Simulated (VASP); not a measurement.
Here is a VASP 6.6.1 calculation.

Contents of INCAR:

```
SYSTEM = Ba
PREC = Accurate
ENCUT = 520
EDIFF = 1E-6
ISMEAR = -1
SIGMA = 0.05
LREAL = .False.
LASPH = .True.
NELM = 60
ALGO = Normal
ISIF = 2
LWAVE = .False.
LCHARG = .False.
GGA = PS
NBANDS = 11
```

The input KPOINTS:

```
regular mesh
0
Gamma
  10 10 10
  0 0 0
```

File POSCAR:

```
Ba
1.0
   -2.5500000000      2.5000000000      2.5000000000
    2.5000000000     -2.5500000000      2.5000000000
    2.5000000000      2.5000000000     -2.5500000000
Ba
1
Direct
    0.0000000000      0.0000000000      0.0000000000
```

Potentials or basis: VASP PAW PBE potentials, release 64 (Ba_sv).

Launch:

```bash
$ cat potpaw_PBE.64/Ba_sv/POTCAR > POTCAR
$ mpirun -np 1 vasp_std > vasp.out
```

Question: Estimate the pressure.

Answer: -0.5 GPa.

Question: Predict the band gap on the k mesh.

Answer: Zero (band 5 reaches 1.89 eV, above the bottom of band 6 at 1.01 eV).

Stress tensor (GPa, compression positive):
```
-0.54  0.22  0.22
 0.22 -0.54  0.22
 0.22  0.22 -0.54
```

Caveat: the cell differs from its parent crystal (equal xy, yz and zx shear strains of -2 %); the PAW data sets were made with another functional, which shifts forces and pressure a little; spin-orbit coupling is left out, which moves the levels of the heavy elements.
